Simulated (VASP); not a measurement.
The system is HgTe.

```
Hg Te
1.0
    -3.06577    3.06577    1.56974
     3.06577   -3.06577    1.56974
     3.06577    3.06577   -1.56974
Hg Te
1 1
Cartesian
  0.0000 3.0658 0.7849
  0.0000 0.0000 0.0000
```

This cell differs from its parent crystal: volume scaled by 1.02.

Base run:

- Program: VASP 6.6.1
- Functional: LDA
- Potentials or basis: VASP PAW LDA potentials, release 64 (Hg, Te)
- Cutoff: 520 eV
- k mesh: 10 × 10 × 10
- Occupations: fermi-dirac, width 0.05 eV
- Spin: no spin polarisation

Its results: band gap on the k mesh zero (band 9 reaches 5.42 eV, above the bottom of band 10 at 2.15 eV); pressure -5.3 GPa.

**Question.** The run is repeated on the same cell with these changes: functional from LDA to PBEsol; potentials or basis from VASP PAW LDA potentials, release 64 (Hg, Te) to VASP PAW PBE potentials, release 64 (Hg, Te). What comes out?

**Answer.** Band gap on the k mesh zero (band 9 reaches 5.47 eV, above the bottom of band 10 at 2.18 eV); pressure -3.9 GPa.

Caveats: spin-orbit coupling is left out, which moves the levels of the heavy elements; the PAW data sets were made with another functional, which shifts forces and pressure a little (some runs).
